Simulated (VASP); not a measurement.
# BN (R3m) in VASP: notebook

The runs below take BN through single point, with PBE+D3(BJ).

Program: VASP 6.6.1. These are calculated values, not measurements. Logs are shortened: lines on timing, memory, paths and dates and some standing lists are left out, and cuts for length are marked.

### Step 1. The cell of the first run

It takes space group R3m (No. 160, trigonal). Conventional cell: a = 2.602 Å, b = 2.602 Å, c = 10.119 Å, α = 90.00°, β = 90.00°, γ = 120.00°. B (site symmetry 3m) has 3 N at 1.50 Å within 2.0 Å. Within 2.0 Å of N (site symmetry 3m) lie 3 B at 1.50 Å.

### Step 2. Single point, PBE+D3(BJ) (strain +0.040 along x and y, +0.000 along z)

File INCAR:

```
  PREC = Accurate
  ENCUT = 520
  EDIFF = 1E-6
  ISMEAR = 0
  SIGMA = 0.05
  LREAL = False
  LASPH = True
  NELM = 60
  ALGO = Normal
  ISIF = 2
  LWAVE = False
  LCHARG = False
  GGA = PE
  IVDW = 12
  NBANDS = 11
```

File KPOINTS:

```
regular mesh
0
Gamma
  12 12 12
```

File POSCAR:

```
BN
1.0
    1.3011666545      0.7512289182      3.3729344033
   -1.3011666545      0.7512289182      3.3729344033
    0.0000000000     -1.5024578365      3.3729344033
B N
1 1
Direct
    0.9996712000      0.9996712000      0.9996712000
    0.3327618000      0.3327618000      0.3327618000
```

Potentials or basis: VASP PAW PBE potentials, release 64 (B, N).

Run with:

```console
cat potpaw_PBE.64/B/POTCAR potpaw_PBE.64/N/POTCAR > POTCAR
mpirun -np 1 vasp_std > vasp.out
```

OUTCAR:

```text
PREC = Accurate
   ENCUT = 520
   EDIFF = 1E-6
   ISMEAR = 0
   LREAL = False
   LASPH = True
   NELM = 60
   ISIF = 2
   GGA = PE
   IVDW = 12
 IVDW          = 12

 ion  position               nearest neighbor table
   1  1.000  1.000  1.000-   2 1.50   2 1.50   2 1.50
   2  0.333  0.333  0.333-   1 1.50   1 1.50   1 1.50

  LATTYP: Found a trigonal (rhomboedric) cell.
 ALAT       =     3.6924336202
 COS(alpha) =     0.7516464043

  Lattice vectors:

 A1 = (   1.3011666545,   0.7512289182,   3.3729344033)
 A2 = (  -1.3011666545,   0.7512289182,   3.3729344033)
 A3 = (   0.0000000000,  -1.5024578365,   3.3729344033)

Analysis of symmetry for initial positions (statically):
=====================================================================
 Subroutine PRICEL returns:
 Original cell was already a primitive cell.

 Routine SETGRP: Setting up the symmetry group for a
 trigonal (rhombohedral) supercell.

 Subroutine GETGRP returns: Found  6 space group operations
 (whereof  6 operations were pure point group operations)
 out of a pool of 12 trial point group operations.

The static configuration has the point symmetry C_3v.

Analysis of symmetry for dynamics (positions and initial velocities):
=====================================================================
 Subroutine PRICEL returns:
 Original cell was already a primitive cell.

 Routine SETGRP: Setting up the symmetry group for a
 trigonal (rhombohedral) supercell.

 Subroutine GETGRP returns: Found  6 space group operations
 (whereof  6 operations were pure point group operations)
 out of a pool of 12 trial point group operations.

The dynamic configuration has the point symmetry C_3v.

 Subroutine INISYM returns: Found  6 space group operations
 (whereof  6 operations are pure point group operations),
 and found     1 'primitive' translations

----------------------------------------------------------------------------------------

                                     Primitive cell

  volume of cell :      19.7817

  direct lattice vectors                    reciprocal lattice vectors
     1.301166655  0.751228918  3.372934403     0.384270530  0.221858694  0.098825916
    -1.301166655  0.751228918  3.372934403    -0.384270530  0.221858694  0.098825916
     0.000000000 -1.502457837  3.372934403     0.000000000 -0.443717388  0.098825916

  length of vectors
     3.692433620  3.692433620  3.692433620     0.454589575  0.454589575  0.454589575

  position of ions in fractional coordinates (direct lattice)
     0.999671200  0.999671200  0.999671200
     0.332761800  0.332761800  0.332761800

  ion indices of the primitive-cell ions
   primitive index   ion index
                 1           1
                 2           2

----------------------------------------------------------------------------------------

 KPOINTS: regular mesh

Automatic generation of k-mesh.
 Grid dimensions read from file:
 generate k-points for:   12   12   12

 Generating k-lattice:

  Cartesian coordinates                     Fractional coordinates (reciprocal lattice)
     0.032022544  0.018488224  0.008235493     0.083333333  0.000000000 -0.000000000
    -0.032022544  0.018488224  0.008235493     0.000000000  0.083333333 -0.000000000
     0.000000000 -0.036976449  0.008235493     0.000000000  0.000000000  0.083333333

  Length of vectors
     0.037882465  0.037882465  0.037882465

  Shift w.r.t. Gamma in fractional coordinates (k-lattice)
     0.000000000  0.000000000  0.000000000

 Subroutine IBZKPT returns following result:
 ===========================================

 Found    189 irreducible k-points:

 Following reciprocal coordinates:
            Coordinates               Weight
  0.000000  0.000000  0.000000      1.000000
  0.083333  0.000000  0.000000      6.000000
  0.166667  0.000000  0.000000      6.000000
  0.250000  0.000000  0.000000      6.000000
  0.333333  0.000000  0.000000      6.000000
  0.416667  0.000000  0.000000      6.000000
[... 16 lines left out ...]
  0.500000  0.166667  0.000000     12.000000
 -0.416667  0.166667 -0.000000     12.000000
 [... further k-points ...]
   k-points           NKPTS =    189   k-points in BZ     NKDIM =    189   number of bands    NBANDS=     11
   number of dos      NEDOS =    301   number of ions     NIONS =      2
   total plane-waves  NPLWV =  21952
   dimension x,y,z NGX =    28 NGY =   28 NGZ =   28
   dimension x,y,z NGXF=    56 NGYF=   56 NGZF=   56
   ions per type =               1   1
   NGX,Y,Z   is equivalent  to a cutoff of  12.61, 12.61, 12.61 a.u.
   NGXF,Y,Z  is equivalent  to a cutoff of  25.21, 25.21, 25.21 a.u.
 SYSTEM =  unknown system
   PREC   = accura    normal or accurate (medium, high low for compatibility)
   ISTART =      0    job   : 0-new  1-cont  2-samecut
   ICHARG =      2    charge: 1-file 2-atom 10-const
   ISPIN  =      1    spin polarized calculation?
   LNONCOLLINEAR =      F non collinear calculations
   LSORBIT =      F    spin-orbit coupling
   LASPH  =      T    aspherical Exc in radial PAW
   ENCUT  =  520.0 eV  38.22 Ry    6.18 a.u.   6.87  6.87  6.87*2*pi/ulx,y,z
   NELM   =     60;   NELMIN=  2; NELMDL= -5     # of ELM steps
   EDIFF  = 0.1E-05   stopping-criterion for ELM
   LREAL  =      F    real-space projection
   EDIFFG = 0.1E-04   stopping-criterion for IOM
   NSW    =      0    number of steps for IOM
   IBRION =     -1    ionic relax: 0-MD 1-quasi-New 2-CG
   NFREE  =      0    steps in history (QN), initial steepest desc. (CG)
   ISIF   =      2    stress and relaxation
   ISYM   =      2    0-nonsym 1-usesym 2-fastsym
   POTIM  = 0.5000    time-step for ionic-motion
   TEBEG  =    0.0;   TEEND  =   0.0 temperature during run
   PSTRESS=    0.0 pullay stress
   NELECT =       8.0000    total number of electrons
   NUPDOWN=      -1.0000    fix difference up-down
   EMIN   =  10.00;   EMAX   =-10.00  energy-range for DOS
   EFERMI =   0.00;   METHOD = LEGACY
   ISMEAR =     0;   SIGMA  =   0.05  broadening in eV -4-tet -1-fermi 0-gaus
   EFERMI_NEDOS =   21; number of points for ismear=-14 and -15
   IALGO  =     38    algorithm
   IMIX   =      4    mixing-type and parameters
     AMIX     =   0.40;   BMIX     =  1.00
     AMIX_MAG =   1.60;   BMIX_MAG =  1.00
  volume/ion in A,a.u.               =       9.89        66.75
  Fermi-wavevector in a.u.,A,eV,Ry     =   1.210645  2.287787 19.941523  1.465661
  Thomas-Fermi vector in A             =   2.346185
   LORBIT       =      0    0 simple, 1 ext, 2 COOP (PROOUT), +10 PAW based schemes
   GGA     = PE    functional components
   LHFCALC =     F    Hartree Fock is set to
   AEXX    =    0.0000 exact exchange contribution
   IVDW    =    12    specifies the selected vdW correction
   LEPSILON=     F    determine dielectric tensor
   LRPA    =     F    only Hartree local field effects (RPA)
 non-spin polarized calculation
 Gauss-broadening in eV      SIGMA  =   0.05
  energy-cutoff  :      520.00
  volume of cell :       19.78
 maximum number of plane-waves:       547
   NGX = 13   NGY = 13   NGZ = 13

 number of electron       7.9999999 magnetization

 Free energy of the ion-electron system (eV)
  ---------------------------------------------------
  ext. energy  EPLUGINS =         0.00000000
  ---------------------------------------------------
  free energy    TOTEN  =       -17.44343485 eV

  energy without entropy =      -17.44343485  energy(sigma->0) =      -17.44343485

 E-fermi :   1.8862     XC(G=0):  -9.7423

 val. band max:        1.6495996081   @ k =  -0.3333   0.3333   0.0000
 cond. band min:       5.7033212205   @ k =   0.5000   0.5000   0.0000
 fundamental gap:      4.0537216124
 Fermi energy:         1.8862111636

 k-point     1 :       0.0000    0.0000    0.0000
  band No.  band energies     occupation
      1     -15.4459      2.00000
      2      -1.9045      2.00000
      3       0.2501      2.00000
      4       0.2501      2.00000
      5       6.7435      0.00000
      6      12.3854      0.00000
      7      12.3854      0.00000
      8      13.4705      0.00000
      9      14.5311      0.00000
     10      25.7200      0.00000
     11      28.5302      0.00000

 k-point     2 :       0.0833    0.0000    0.0000
  band No.  band energies     occupation
      1     -15.3195      2.00000
      2      -1.7750      2.00000
      3      -0.2951      2.00000
      4       0.0237      2.00000
      5       7.0311      0.00000
      6      12.3111      0.00000
      7      12.9112      0.00000
      8      13.0639      0.00000
      9      14.9328      0.00000
     10      25.9902      0.00000
     11      26.5228      0.00000

 k-point     3 :       0.1667    0.0000    0.0000
  band No.  band energies     occupation
      1     -14.9483      2.00000
      2      -1.6601      2.00000
      3      -1.3746      2.00000
      4      -0.5307      2.00000
      5       7.7462      0.00000
      6      11.9393      0.00000
      7      12.2066      0.00000
      8      14.3422      0.00000
      9      15.9440      0.00000
     10      23.6990      0.00000
     11      25.6371      0.00000

 k-point     4 :       0.2500    0.0000    0.0000
  band No.  band energies     occupation
      1     -14.3611      2.00000
      2      -3.3290      2.00000
      3      -1.1779      2.00000
      4      -0.7683      2.00000
      5       8.6079      0.00000
      6      10.5410      0.00000
      7      12.1331      0.00000
      8      16.3648      0.00000
      9      17.1495      0.00000
     10      21.6035      0.00000
     11      24.1399      0.00000

 k-point     5 :       0.3333    0.0000    0.0000
  band No.  band energies     occupation
      1     -13.6285      2.00000
      2      -4.9829      2.00000
      3      -1.7367      2.00000
      4       0.0186      2.00000
      5       8.4519      0.00000
      6       9.9940      0.00000
      7      12.4290      0.00000
      8      17.7666      0.00000
      9      18.6122      0.00000
     10      20.5481      0.00000
     11      23.0556      0.00000
[... 211 lines left out ...]
 k-point    21 :       0.3333    0.1667    0.0000
  band No.  band energies     occupation
      1     -13.9931      2.00000
      2      -3.7088      2.00000
      3      -2.0837      2.00000
      4      -0.7208      2.00000
      5       8.9807      0.00000
      6      10.7992      0.00000
      7      13.1235      0.00000
      8      15.1599      0.00000
      9      18.7057      0.00000
     10      20.0213      0.00000
     11      24.7566      0.00000

 k-point    22 :       0.4167    0.1667    0.0000
  band No.  band energies     occupation
      1     -13.2996      2.00000
      2      -4.9669      2.00000
      3      -2.8740      2.00000
      4       0.0459      2.00000
      5       8.0644      0.00000
      6      11.6292      0.00000
      7      13.6500      0.00000
      8      15.8949      0.00000
      9      18.1725      0.00000
     10      20.5709      0.00000
     11      23.3715      0.00000

 k-point    23 :       0.5000    0.1667    0.0000
  band No.  band energies     occupation
      1     -12.6533      2.00000
      2      -6.0444      2.00000
      3      -3.3556      2.00000
      4       0.8740      2.00000
      5       7.0424      0.00000
      6      12.1839      0.00000
      7      14.1792      0.00000
      8      16.0451      0.00000
      9      18.3054      0.00000
     10      20.3817      0.00000
     11      23.2031      0.00000

 k-point    24 :      -0.4167    0.1667   -0.0000
  band No.  band energies     occupation
      1     -12.3782      2.00000
      2      -6.4834      2.00000
      3      -3.5165      2.00000
      4       1.4061      2.00000
      5       6.5294      0.00000
      6      12.1315      0.00000
      7      14.4775      0.00000
      8      15.5009      0.00000
      9      18.6438      0.00000
     10      20.7022      0.00000
     11      23.1478      0.00000

 [... further k-points ...]

------------------------ aborting loop because EDIFF is reached ----------------------------------------

 Edisp (eV)   -0.25642

 E8    (eV) :    -0.0750

  FORCE on cell =-STRESS in cart. coord.  units (eV):
  Direction    XX          YY          ZZ          XY          YZ          ZX
  --------------------------------------------------------------------------------------
  -------------------------------------------------------------------------------------
  Total      -4.15021    -4.15021    -0.06013     0.00000     0.00000     0.00000
  in kB    -336.13669  -336.13669    -4.86977     0.00000     0.00000     0.00000
  external pressure =     -225.71 kB  Pullay stress =        0.00 kB

 VOLUME and BASIS-vectors are now :
 -----------------------------------------------------------------------------
  energy-cutoff  :      520.00
  volume of cell :       19.78
      direct lattice vectors                 reciprocal lattice vectors
     1.301166655  0.751228918  3.372934403     0.384270530  0.221858694  0.098825916
    -1.301166655  0.751228918  3.372934403    -0.384270530  0.221858694  0.098825916
     0.000000000 -1.502457837  3.372934403     0.000000000 -0.443717388  0.098825916

 POSITION                                       TOTAL-FORCE (eV/Angst)
 -----------------------------------------------------------------------------------
      0.00000     -0.00000     10.11548         0.000000     -0.000000      0.004593
      0.00000     -0.00000      3.36715         0.000000      0.000000     -0.004593
 -----------------------------------------------------------------------------------
    total drift:                               -0.000000      0.000000     -0.000070

  FREE ENERGIE OF THE ION-ELECTRON SYSTEM (eV)
  ---------------------------------------------------
  free  energy   TOTEN  =       -17.6998577755 eV

  energy  without entropy=      -17.6998577755  energy(sigma->0) =      -17.69985778
```

Wall time 53 s (1 thread of Intel Xeon Platinum 8259CL at 2.50GHz (Skylake/Cascade Lake), shared host); peak memory 0.18 GiB.

What came out:

```
Free energy                : -17.6999 eV
Pressure                   : -22.6 GPa
Largest force              : 0.005 eV/Å
Band gap on the k mesh     : 4.05 eV, indirect (least direct gap 4.40 eV)
Dispersion energy per atom : -0.128 eV
```

Forces on the atoms (eV/Å):
```
B    0.000  0.000  0.005
N    0.000  0.000 -0.005
```

Stress tensor (GPa, compression positive):
```
-33.61   0.00   0.00
  0.00 -33.61   0.00
  0.00   0.00  -0.49
```

Levels at points of the mesh, in eV from the valence-band top:
```
           k point  band 1  band 2  band 3  band 4  band 5  band 6  band 7  band 8
(0.00, 0.00, 0.00)  -17.10   -3.55   -1.40   -1.40    5.09   10.74   10.74   11.82
(0.50, 0.00, 0.00)  -14.25   -8.47   -3.88   -0.47    5.02    8.80   12.51   14.59
(0.50, 0.50, 0.00)  -14.18   -8.34   -3.95   -1.07    4.05    8.70   13.65   16.83
(0.50, 0.50, 0.50)  -16.83   -5.58   -1.42   -1.42    9.64   10.33   10.66   10.66
```

Caveat: the cell differs from its parent crystal (strain +0.040 along x and y, +0.000 along z).

[end of part 1 of 2]
